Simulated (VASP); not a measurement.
A run of VASP 6.6.1:

The input INCAR:

```
PREC     = Accurate       # precision mode
ENCUT    = 520            # plane-wave cutoff, eV
EDIFF    = 1E-6           # SCF threshold, eV
ISMEAR   = -1             # smearing method
SIGMA    = 0.1            # smearing width, eV
LREAL    = False          # projectors in reciprocal space
LASPH    = True           # aspherical terms in the spheres
NELM     = 150            # most SCF steps
ALGO     = Normal         # electronic algorithm
ISIF     = 2              # what is computed and relaxed
LWAVE    = False          # write WAVECAR
LCHARG   = False          # write CHGCAR
ISPIN    = 2              # spin polarisation
MAGMOM   = 3 -3 -3 3      # initial moments
LORBIT   = 11             # projections on sites
LMAXMIX  = 4              # l up to which the mixer works
GGA      = PS             # functional
NBANDS   = 28             # bands
```

The input KPOINTS:

```
Automatic mesh
0
Gamma
  7 11 7
```

The input POSCAR:

```
Fe
1.0
    0.0000000000      0.0000000000      3.7970000000
    2.3470000000      0.0000000000      0.0000000000
    0.0000000000      4.0651232454      0.0000000000
Fe
4
Direct
    0.2500000000      1.0000000000      0.3333333334
    0.2500000000      0.5000000000      0.8333333334
    0.7500000000      0.5000000000      0.1666666666
    0.7500000000      0.0000000000      0.6666666666
```

Potentials or basis: VASP PAW PBE potentials, release 64 (Fe).

Run with:

```sh
$ cat potpaw_PBE.64/Fe/POTCAR > POTCAR
$ mpirun -np 1 vasp_std > vasp.out
```

Hardware: 1 thread of Intel(R) Xeon(R) Platinum 8488C (Sapphire Rapids), with other jobs on the host.

**Question.** Estimate the wall time of this run.

**Answer.** Wall time 3.8 min on 1 thread of Intel(R) Xeon(R) Platinum 8488C (Sapphire Rapids) (shared host), peak memory 0.24 GiB. Counts: scf iterations 22, k points 96.
